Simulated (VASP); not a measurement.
# Si (a cell with a defect) in VASP: further runs

Si (a cell with a defect) is run at these levels: PBE+D3(BJ); tasks: single point.

Everything below comes from runs of VASP 6.6.1. Logs are shortened: lines on timing, memory, paths and dates and some standing lists are left out, and cuts for length are marked.

## 1. The cell of the first run

The cell holds a defect, 17 atoms: a = 7.679 Å, b = 7.679 Å, c = 7.679 Å, α = 60.00°, β = 60.00°, γ = 60.00°.

## 2. Single point, PBE+D3(BJ)

Input file INCAR:

```
PREC = Accurate ; ENCUT = 520
EDIFF = 1E-7 ; ISMEAR = 0
SIGMA = 0.02 ; LREAL = Auto
LASPH = True ; NELM = 80
ALGO = Normal ; ISIF = 2
LWAVE = False ; LCHARG = False
GGA = PE ; IVDW = 12
NBANDS = 48
```

Input file KPOINTS:

```
regular mesh
0
Gamma
  2 2 2
```

Input file POSCAR:

```
Si
1.0
    0.0000000000      5.4300000000      5.4300000000
    5.4300000000      0.0000000000      5.4300000000
    5.4300000000      5.4300000000      0.0000000000
Si
17
Direct
    0.0096330571      0.0089076427      0.0093965930
    0.1342894107      0.1339378453      0.1335976980
    0.0009965930      0.0011724678      0.5072813076
    0.1206556169      0.1209896869      0.6396136280
    0.0021399632      0.5075309392      0.0014171271
    0.1223505525      0.6388921731      0.1213988029
   -0.0235567219      0.5079333333      0.5102869245
    0.1137452118      0.6293332413      0.6299687845
    0.5078914365      0.0013884899      0.0005848066
    0.6398328729      0.1214511050      0.1202958564
    0.5078314917     -0.0226740331      0.5077530387
    0.6292016575      0.1132009208      0.6288690608
    0.5112279006      0.5086457643     -0.0242291897
    0.6307026703      0.6296387661      0.1136739411
    0.4851467772      0.4849184162      0.4849000000
    0.6092541436      0.6101513812      0.6086841621
    0.3532450276      0.3546232965      0.3525481584
```

Potentials or basis: VASP PAW PBE potentials, release 64 (Si).

Launch:

```
$ cat potpaw_PBE.64/Si/POTCAR > POTCAR
$ mpirun -np 1 vasp_std > vasp.out
```

OUTCAR:

```text
PREC = Accurate
   ENCUT = 520
   EDIFF = 1E-7
   ISMEAR = 0
   LREAL = Auto
   LASPH = True
   NELM = 80
   ISIF = 2
   GGA = PE
   IVDW = 12
 IVDW          = 12

 ion  position               nearest neighbor table
   1  0.010  0.009  0.009-  10 2.32   4 2.32   6 2.32   2 2.34
   2  0.134  0.134  0.134-   1 2.34   5 2.34   9 2.35   3 2.35
   3  0.001  0.001  0.507-   4 2.33   8 2.33  12 2.33   2 2.35
   4  0.121  0.121  0.640-   1 2.32   3 2.33   7 2.43  11 2.43  17 2.57
   5  0.002  0.508  0.001-   6 2.33  14 2.33   8 2.33   2 2.34
   6  0.122  0.639  0.121-   1 2.32   5 2.33  13 2.44   7 2.44  17 2.54
   7  0.976  0.508  0.510-  16 2.32   8 2.37  17 2.40   4 2.43   6 2.44
   8  0.114  0.629  0.630-   5 2.33   3 2.33  15 2.35   7 2.37  17 3.01
   9  0.508  0.001  0.001-  10 2.33  14 2.33  12 2.33   2 2.35
  10  0.640  0.121  0.120-   1 2.32   9 2.33  13 2.43  11 2.43  17 2.56
  11  0.508  0.977  0.508-  16 2.32  12 2.37  17 2.40   4 2.43  10 2.43
  12  0.629  0.113  0.629-   9 2.33   3 2.33  15 2.35  11 2.37  17 3.01
  13  0.511  0.509  0.976-  16 2.32  14 2.37  17 2.40  10 2.43   6 2.44
  14  0.631  0.630  0.114-   5 2.33   9 2.33  15 2.34  13 2.37  17 3.01
  15  0.485  0.485  0.485-  16 2.34  14 2.34   8 2.35  12 2.35  17 2.47
  16  0.609  0.610  0.609-  11 2.32   7 2.32  13 2.32  15 2.34
  17  0.353  0.355  0.353-   7 2.40  13 2.40  11 2.40  15 2.47   6 2.54  10 2.56   4 2.57  12 3.01
                             8 3.01  14 3.01

  LATTYP: Found a face centered cubic cell.
 ALAT       =    10.8600000000

  Lattice vectors:

 A1 = (   0.0000000000,   5.4300000000,   5.4300000000)
 A2 = (   5.4300000000,   0.0000000000,   5.4300000000)
 A3 = (   5.4300000000,   5.4300000000,   0.0000000000)

Analysis of symmetry for initial positions (statically):
=====================================================================
 Subroutine PRICEL returns:
 Original cell was already a primitive cell.

 Routine SETGRP: Setting up the symmetry group for a
 face centered cubic supercell.

 Subroutine GETGRP returns: Found  1 space group operations
 (whereof  1 operations were pure point group operations)
 out of a pool of 48 trial point group operations.

The static configuration has the point symmetry C_1 .

Analysis of symmetry for dynamics (positions and initial velocities):
=====================================================================
 Subroutine PRICEL returns:
 Original cell was already a primitive cell.

 Routine SETGRP: Setting up the symmetry group for a
 face centered cubic supercell.

 Subroutine GETGRP returns: Found  1 space group operations
 (whereof  1 operations were pure point group operations)
 out of a pool of 48 trial point group operations.

The dynamic configuration has the point symmetry C_1 .

 Subroutine INISYM returns: Found  1 space group operations
 (whereof  1 operations are pure point group operations),
 and found     1 'primitive' translations

----------------------------------------------------------------------------------------

                                     Primitive cell

  volume of cell :     320.2060

  direct lattice vectors                    reciprocal lattice vectors
     0.000000000  5.430000000  5.430000000    -0.092081031  0.092081031  0.092081031
     5.430000000  0.000000000  5.430000000     0.092081031 -0.092081031  0.092081031
     5.430000000  5.430000000  0.000000000     0.092081031  0.092081031 -0.092081031

  length of vectors
     7.679179644  7.679179644  7.679179644     0.159489025  0.159489025  0.159489025

  position of ions in fractional coordinates (direct lattice)
     0.009633057  0.008907643  0.009396593
     0.134289411  0.133937845  0.133597698
     0.000996593  0.001172468  0.507281308
     0.120655617  0.120989687  0.639613628
     0.002139963  0.507530939  0.001417127
     0.122350553  0.638892173  0.121398803
[... 9 lines left out ...]
     0.609254144  0.610151381  0.608684162
     0.353245028  0.354623297  0.352548158

  ion indices of the primitive-cell ions
   primitive index   ion index
                 1           1
                 2           2
                 3           3
                 4           4
                 5           5
                 6           6
[... 9 lines left out ...]
                16          16
                17          17

----------------------------------------------------------------------------------------

 KPOINTS: regular mesh

Automatic generation of k-mesh.
 Grid dimensions read from file:
 generate k-points for:    2    2    2

 Generating k-lattice:

  Cartesian coordinates                     Fractional coordinates (reciprocal lattice)
    -0.046040516  0.046040516  0.046040516     0.500000000  0.000000000  0.000000000
     0.046040516 -0.046040516  0.046040516     0.000000000  0.500000000  0.000000000
     0.046040516  0.046040516 -0.046040516     0.000000000  0.000000000  0.500000000

  Length of vectors
     0.079744512  0.079744512  0.079744512

  Shift w.r.t. Gamma in fractional coordinates (k-lattice)
     0.000000000  0.000000000  0.000000000

 Subroutine IBZKPT returns following result:
 ===========================================

 Found      8 irreducible k-points:

 Following reciprocal coordinates:
            Coordinates               Weight
  0.000000  0.000000  0.000000      1.000000
  0.500000  0.000000  0.000000      1.000000
  0.000000  0.500000  0.000000      1.000000
  0.000000  0.000000  0.500000      1.000000
  0.500000  0.500000  0.500000      1.000000
  0.500000  0.500000  0.000000      1.000000
  0.000000  0.500000  0.500000      1.000000
  0.500000  0.000000  0.500000      1.000000
   k-points           NKPTS =      8   k-points in BZ     NKDIM =      8   number of bands    NBANDS=     48
   number of dos      NEDOS =    301   number of ions     NIONS =     17
   total plane-waves  NPLWV = 216000
   dimension x,y,z NGX =    60 NGY =   60 NGZ =   60
   dimension x,y,z NGXF=   120 NGYF=  120 NGZF=  120
   ions per type =              17
   NGX,Y,Z   is equivalent  to a cutoff of  12.99, 12.99, 12.99 a.u.
   NGXF,Y,Z  is equivalent  to a cutoff of  25.98, 25.98, 25.98 a.u.
 SYSTEM =  unknown system
   PREC   = accura    normal or accurate (medium, high low for compatibility)
   ISTART =      0    job   : 0-new  1-cont  2-samecut
   ICHARG =      2    charge: 1-file 2-atom 10-const
   ISPIN  =      1    spin polarized calculation?
   LNONCOLLINEAR =      F non collinear calculations
   LSORBIT =      F    spin-orbit coupling
   LASPH  =      T    aspherical Exc in radial PAW
   ENCUT  =  520.0 eV  38.22 Ry    6.18 a.u.  14.28 14.28 14.28*2*pi/ulx,y,z
   NELM   =     80;   NELMIN=  2; NELMDL= -5     # of ELM steps
   EDIFF  = 0.1E-06   stopping-criterion for ELM
   LREAL  =      T    real-space projection
   EDIFFG = 0.1E-05   stopping-criterion for IOM
   NSW    =      0    number of steps for IOM
   IBRION =     -1    ionic relax: 0-MD 1-quasi-New 2-CG
   NFREE  =      0    steps in history (QN), initial steepest desc. (CG)
   ISIF   =      2    stress and relaxation
   ISYM   =      2    0-nonsym 1-usesym 2-fastsym
   POTIM  = 0.5000    time-step for ionic-motion
   TEBEG  =    0.0;   TEEND  =   0.0 temperature during run
   PSTRESS=    0.0 pullay stress
   NELECT =      68.0000    total number of electrons
   NUPDOWN=      -1.0000    fix difference up-down
   EMIN   =  10.00;   EMAX   =-10.00  energy-range for DOS
   EFERMI =   0.00;   METHOD = LEGACY
   ISMEAR =     0;   SIGMA  =   0.02  broadening in eV -4-tet -1-fermi 0-gaus
   EFERMI_NEDOS =   21; number of points for ismear=-14 and -15
   IALGO  =     38    algorithm
   IMIX   =      4    mixing-type and parameters
     AMIX     =   0.40;   BMIX     =  1.00
     AMIX_MAG =   1.60;   BMIX_MAG =  1.00
  volume/ion in A,a.u.               =      18.84       127.11
  Fermi-wavevector in a.u.,A,eV,Ry     =   0.976715  1.845724 12.979587  0.953973
  Thomas-Fermi vector in A             =   2.107356
   LORBIT       =      0    0 simple, 1 ext, 2 COOP (PROOUT), +10 PAW based schemes
   GGA     = PE    functional components
   LHFCALC =     F    Hartree Fock is set to
   AEXX    =    0.0000 exact exchange contribution
   IVDW    =    12    specifies the selected vdW correction
   LEPSILON=     F    determine dielectric tensor
   LRPA    =     F    only Hartree local field effects (RPA)
 non-spin polarized calculation
 Gauss-broadening in eV      SIGMA  =   0.02
  energy-cutoff  :      520.00
  volume of cell :      320.21
 maximum number of plane-waves:      8646
 NGX is ok and might be reduce to    60
   NGX = 29   NGY = 29   NGZ = 29

 number of electron      68.0000000 magnetization

 Free energy of the ion-electron system (eV)
  ---------------------------------------------------
  ext. energy  EPLUGINS =         0.00000000
  ---------------------------------------------------
  free energy    TOTEN  =       -87.81792080 eV

  energy without entropy =      -87.81413505  energy(sigma->0) =      -87.81602792

 E-fermi :   6.8772     XC(G=0):  -9.6855

 val. band max:        6.7769744604   @ k =   0.0000   0.0000   0.0000
 cond. band min:       6.8810860989   @ k =   0.5000   0.5000   0.0000
 fundamental gap:      0.1041116384
 Fermi energy:         6.8772241889

 k-point     1 :       0.0000    0.0000    0.0000
  band No.  band energies     occupation
      1      -6.2859      2.00000
      2      -3.8321      2.00000
      3      -3.6259      2.00000
      4      -3.6233      2.00000
      5      -3.4990      2.00000
      6      -2.7299      2.00000
[... 38 lines left out ...]
     45       8.2591      0.00000
     46       8.9012      0.00000

 k-point     2 :       0.5000    0.0000    0.0000
  band No.  band energies     occupation
      1      -5.8596      2.00000
      2      -4.9734      2.00000
      3      -3.5941      2.00000
      4      -3.4355      2.00000
      5      -3.2836      2.00000
      6      -2.9797      2.00000
[... 286 lines left out ...]
 k-point     8 :       0.5000    0.0000    0.5000
  band No.  band energies     occupation
      1      -5.7337      2.00000
      2      -4.7045      2.00000
      3      -4.0168      2.00000
      4      -3.8730      2.00000
      5      -3.8276      2.00000
      6      -3.6328      2.00000
[... 38 lines left out ...]
     45      10.1726      0.00000
     46      10.3641      0.00000
 [bands above 46 left out]

------------------------ aborting loop because EDIFF is reached ----------------------------------------

 Edisp (eV)   -5.64447

 E8    (eV) :    -2.3350

  FORCE on cell =-STRESS in cart. coord.  units (eV):
  Direction    XX          YY          ZZ          XY          YZ          ZX
  --------------------------------------------------------------------------------------
  -------------------------------------------------------------------------------------
  Total       3.80349     4.10269     3.74372    -0.72802    -0.72169    -0.69728
  in kB      19.03108    20.52816    18.73203    -3.64273    -3.61106    -3.48889
  external pressure =       19.43 kB  Pullay stress =        0.00 kB

 VOLUME and BASIS-vectors are now :
 -----------------------------------------------------------------------------
  energy-cutoff  :      520.00
  volume of cell :      320.21
      direct lattice vectors                 reciprocal lattice vectors
     0.000000000  5.430000000  5.430000000    -0.092081031  0.092081031  0.092081031
     5.430000000  0.000000000  5.430000000     0.092081031 -0.092081031  0.092081031
     5.430000000  5.430000000  0.000000000     0.092081031  0.092081031 -0.092081031

 POSITION                                       TOTAL-FORCE (eV/Angst)
 -----------------------------------------------------------------------------------
      0.09939      0.10333      0.10068        -0.051694     -0.053512     -0.043490
      1.45272      1.45463      1.45647        -0.049072     -0.047161     -0.058581
      2.76090      2.75995      0.01178        -0.020731     -0.021172     -0.029314
      4.13008      4.12826      1.31213        -0.028173     -0.018869     -0.028753
      2.76359      0.01932      2.76751        -0.025981     -0.027405     -0.024579
      4.12838      1.32356      4.13355        -0.019199     -0.039436     -0.023835
[... 9 lines left out ...]
      6.61828      6.61340      6.62137         0.065222      0.068982      0.065770
      3.83994      3.83246      3.84372         0.218737      0.219713      0.221077
 -----------------------------------------------------------------------------------
    total drift:                               -0.003541      0.003749     -0.003295

  FREE ENERGIE OF THE ION-ELECTRON SYSTEM (eV)
  ---------------------------------------------------
  free  energy   TOTEN  =       -93.4623876452 eV

  energy  without entropy=      -93.4586018902  energy(sigma->0) =      -93.46049477
```

Wall time 7.2 min (1 thread of Intel Xeon 8259CL, shared host); peak memory 0.47 GiB.

Results:

* Free energy: -93.4624 eV
* Pressure: 1.9 GPa
* Largest force: 0.381 eV/Å
* Band gap on the k mesh: zero (bands 34 and 35 overlap by 0.12 eV)
* Dispersion energy per atom: -0.332 eV

Forces in eV/Å, atoms in the order of the input:
```
Si  -0.052 -0.054 -0.043
Si  -0.049 -0.047 -0.059
Si  -0.021 -0.021 -0.029
Si  -0.028 -0.019 -0.029
Si  -0.026 -0.027 -0.025
Si  -0.019 -0.039 -0.024
Si  -0.124  0.002  0.022
Si  -0.041  0.005  0.002
Si  -0.032 -0.024 -0.020
Si  -0.030 -0.015 -0.027
Si   0.007 -0.109  0.008
Si   0.005 -0.044  0.006
Si   0.025  0.004 -0.131
Si  -0.002  0.001 -0.043
Si   0.104  0.098  0.104
Si   0.065  0.069  0.066
Si   0.219  0.220  0.221
```

Stress tensor (GPa, compression positive):
```
 1.90 -0.36 -0.35
-0.36  2.05 -0.36
-0.35 -0.36  1.87
```

Caveat: the k points lie up to 0.50 Å⁻¹ apart.

## 3. Single point, PBE+D3(BJ)

Input file INCAR:

```
  ALGO = Normal
  EDIFF = 1E-7
  ENCUT = 520
  GGA = PE
  ISIF = 2
  ISMEAR = 0
  IVDW = 12
  LASPH = T
  LCHARG = T
  LELF = T
  LREAL = Auto
  LVHAR = T
  LWAVE = F
  NBANDS = 48
  NELM = 60
  PREC = Accurate
  SIGMA = 0.02
```

Input file KPOINTS:

```
k-points
0
Gamma
  2 2 2
```

Input file POSCAR:

```
Si
1.0
    0.0000000000      5.4300000000      5.4300000000
    5.4300000000      0.0000000000      5.4300000000
    5.4300000000      5.4300000000      0.0000000000
Si
17
Direct
    0.0122164825      0.0110326888      0.0125111418
    0.1364605893      0.1372163904      0.1357338858
    0.0028271639      0.0028302947      0.5070965930
    0.1213776243      0.1232962247      0.6397056169
    0.0033462247      0.5085241252      0.0027668508
    0.1250602210      0.6374987109      0.1236441989
   -0.0361070902      0.5143102210      0.5207196133
    0.1086872007      0.6317444751      0.6318382136
    0.5077911602      0.0029255985      0.0025469613
    0.6391876611      0.1242524862      0.1214220994
    0.5139952118     -0.0335311234      0.5159618785
    0.6315359116      0.1077097606      0.6313123389
    0.5215903315      0.5165498158     -0.0375093002
    0.6325015654      0.6320043278      0.1091555249
    0.4756115101      0.4750279006      0.4757113260
    0.6028139042      0.6041006446      0.6022199816
    0.3333090239      0.3347887661      0.3318685083
```

Potentials or basis: VASP PAW PBE potentials, release 64 (Si).

Launch:

```
$ cat potpaw_PBE.64/Si/POTCAR > POTCAR
$ mpirun -np 1 vasp_std > vasp.out
```

Wall time 7.1 min (1 thread of Intel Xeon 8259CL, shared host); peak memory 0.47 GiB.

It converged, with:

| Item | Value |
| --- | --- |
| Free energy | -93.3502 eV |
| Pressure | 1.5 GPa |
| Largest force | 0.035 eV/Å |
| Band gap on the k mesh | zero (bands 34 and 35 overlap by 0.06 eV) |
| Dispersion energy per atom | -0.332 eV |

Forces on the atoms (eV/Å):
```
Si  -0.012 -0.013 -0.011
Si  -0.008 -0.009 -0.009
Si   0.005  0.005 -0.005
Si  -0.007  0.003  0.023
Si   0.007 -0.007  0.004
Si  -0.004  0.021 -0.005
Si   0.002  0.004 -0.009
Si  -0.001  0.003  0.001
Si  -0.003  0.006  0.005
Si   0.019  0.004 -0.003
Si  -0.003 -0.008 -0.002
Si  -0.001 -0.003  0.000
Si  -0.005  0.005  0.000
Si  -0.005 -0.001 -0.003
Si  -0.008 -0.014 -0.011
Si  -0.001  0.001  0.000
Si   0.026  0.005  0.023
```

Stress tensor (GPa, compression positive):
```
 1.55 -0.36 -0.46
-0.36  1.47 -0.40
-0.46 -0.40  1.58
```

Levels at points of the mesh, in eV from the Fermi level:
```
           k point  band 32  band 33  band 34  band 35  band 36  band 37
(0.00, 0.00, 0.00)    -0.69    -0.66    -0.47    -0.06     0.02     0.30
(0.50, 0.00, 0.00)    -1.33    -0.84    -0.16     0.24     0.71     0.95
(0.00, 0.50, 0.00)    -1.34    -0.83    -0.20     0.24     0.71     0.98
(0.00, 0.00, 0.50)    -1.33    -0.85    -0.14     0.23     0.71     0.94
(0.50, 0.50, 0.50)    -1.27    -1.27    -0.19     0.37     0.46     1.23
(0.50, 0.50, 0.00)    -1.68    -0.67     0.00     0.44     1.36     1.51
(0.00, 0.50, 0.50)    -1.69    -0.68     0.00     0.44     1.36     1.51
(0.50, 0.00, 0.50)    -1.70    -0.71    -0.01     0.44     1.36     1.50
```

Caveat: the k points lie up to 0.50 Å⁻¹ apart.

(Continued in part 2 of 2.)

The gap in the log of VASP goes by the Fermi energy; the results here count the filled bands.